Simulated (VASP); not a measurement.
## NaHI: relaxation of cell and atoms with PBEsol+D4

Crystal: NaHI.

```xyz
6
Lattice="4.1263 0.0000 0.0000 0.0000 4.1263 0.0000 0.0000 0.0000 7.9769" Properties=species:S:1:pos:R:3 pbc="T T T"
Na    0.0000    2.0631    1.5954
Na    2.0631    0.0000    6.3815
H     0.0000    0.0000    0.0000
H     2.0631    2.0631    0.0000
I     0.0000    2.0631    5.5839
I     2.0631    0.0000    2.3931
```

```json
{"Program": "VASP 6.6.1", "Task": "relaxation of cell and atoms", "Functional": "PBEsol", "Dispersion": "D4", "Potentials or basis": "VASP PAW PBE potentials, release 64 (Na_pv, H, I)", "Cutoff": "600 eV", "k mesh": "4 × 4 × 3", "Occupations": "methfessel-paxton, width 0.0643 eV", "Spin": "no spin polarisation", "Dipole correction": "no", "Further INCAR settings": "ALGO = Normal; EDIFF = 1e-06; IBRION = 2; EDIFFG = -0.01; NSW = 60; ISIF = 3"}
```

| Property | Result |
| --- | --- |
| Relaxed volume | 20.50 Å³/atom |
| Relaxed cell | a = 4.437 Å, b = 4.437 Å, c = 6.249 Å, α = 90.00°, β = 90.00°, γ = 90.00° |
| Space group after relaxing (to 0.1 Å) | P4/nmm (No. 129) |
| Energy gained by relaxing | 107.7 meV/atom |
| Ionic steps | 19 |
| Pressure after relaxing | 0.0 GPa |
| Largest force after relaxing | 0.006 eV/Å |
| Band gap on the k mesh | zero (bands 15 and 16 overlap by 0.96 eV) |
| Dispersion energy per atom | -0.097 eV |

Forces in eV/Å, atoms in the order of the input:
```
Na   0.000  0.000 -0.006
Na   0.000  0.000  0.006
H    0.000  0.000  0.000
H    0.000  0.000  0.000
I    0.000  0.000  0.001
I    0.000  0.000 -0.001
```

Step by step:
```
step  energy change (eV)  largest force (eV/Å)  pressure (GPa)  volume (Å³)
   1              0.0000                0.3526           -0.19       135.82
   2             -0.0991                0.3166           -0.55       135.24
   3             -0.3616                0.2144           -1.06       132.93
   4             -0.5540                0.3176            0.09       125.51
   5             -0.5653                0.2259           -0.71       128.70
   6             -0.5795                0.1659           -0.51       127.63
   7             -0.5802                0.1766           -0.46       127.38
   8             -0.5943                0.1958            0.07       124.38
   9             -0.5956                0.2034            0.34       123.00
  10             -0.6119                0.1747            0.40       123.02
  11             -0.6386                0.1277           -0.04       123.11
  12             -0.6387                0.1310           -0.12       123.11
  13             -0.6447                0.0514            0.17       122.11
  14             -0.6450                0.0191            0.30       121.77
  15             -0.6449                0.0359           -0.17       123.87
  16             -0.6462                0.0079            0.04       122.79
  17             -0.6463                0.0142            0.00       122.97
  18             -0.6463                0.0144           -0.01       122.99
  19             -0.6464                0.0060            0.01       123.02
```

Final structure:
```cif
data_structure
_symmetry_space_group_name_H-M 'P 1'
_symmetry_Int_Tables_number 1
_cell_length_a 4.4368
_cell_length_b 4.4368
_cell_length_c 6.2493
_cell_angle_alpha 90.000
_cell_angle_beta 90.000
_cell_angle_gamma 90.000
_cell_volume 123.02
loop_
_atom_site_label
_atom_site_type_symbol
_atom_site_fract_x
_atom_site_fract_y
_atom_site_fract_z
_atom_site_occupancy
Na1 Na 0.00000 0.50000 0.21030 1
Na2 Na 0.50000 0.00000 0.78970 1
H1 H 0.00000 0.00000 0.00000 1
H2 H 0.50000 0.50000 0.00000 1
I1 I 0.00000 0.50000 0.72422 1
I2 I 0.50000 0.00000 0.27578 1
```

Levels at points of the mesh, in eV from the Fermi level:
```
           k point  band 11  band 12  band 13  band 14  band 15  band 16  band 17  band 18  band 19
(0.00, 0.00, 0.00)    -2.91    -2.08    -1.92    -1.92    -1.41    -0.71     2.61     5.37     5.65
(0.50, 0.00, 0.00)    -3.59    -3.59    -2.33    -2.33     0.25     0.25     4.33     4.33     5.67
(0.50, 0.50, 0.00)    -2.95    -2.95    -2.83    -2.83    -0.63    -0.63     2.50     2.50     6.84
```

It took 6.1 min on 1 thread of Intel(R) Xeon(R) Platinum 8488C (Sapphire Rapids), on a shared host, peak memory 0.3 GiB.

Caveat: the k points lie up to 0.35 Å⁻¹ apart in the final cell, too coarse for converged energies and pressures of a metal; a cell axis changed by over 15 % at a fixed basis, so the end point is rough; the PAW data sets were made with another functional, which shifts forces and pressure a little; spin-orbit coupling is left out, which moves the levels of the heavy elements.
